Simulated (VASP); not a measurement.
A run of VASP 6.6.1 is set up as follows.

INCAR

```
ALGO = Fast ; EDIFF = 1E-6
ENCUT = 520 ; GGA = PS
ISIF = 2 ; ISMEAR = 0
LASPH = T ; LCHARG = T
LELF = T ; LREAL = F
LVHAR = T ; LWAVE = F
NBANDS = 17 ; NELM = 100
PREC = Accurate ; SIGMA = 0.05
```

KPOINTS

```
k-points
0
Gamma
  9 9 6
```

File POSCAR:

```
Sr
1.0
    4.3100000000      0.0000000000      0.0000000000
   -2.1550000000      3.7325694903      0.0000000000
    0.0000000000      0.0000000000      7.0500000000
Sr
2
Direct
    0.3333333333      0.6666666667      0.2500000000
    0.6735517380      0.3272731119      0.7518059071
```

Potentials or basis: VASP PAW PBE potentials, release 64 (Sr_sv).

The run is started by

```sh
$ cat potpaw_PBE.64/Sr_sv/POTCAR > POTCAR
$ mpirun -np 1 vasp_std > vasp.out
```

(1) What does it give for the band gap on the k mesh?

(2) Predict the pressure.

Answers

(1) zero (bands 10 and 11 overlap by 0.24 eV).

(2) -0.8 GPa.

Caveat: the PAW data sets were made with another functional, which shifts forces and pressure a little.
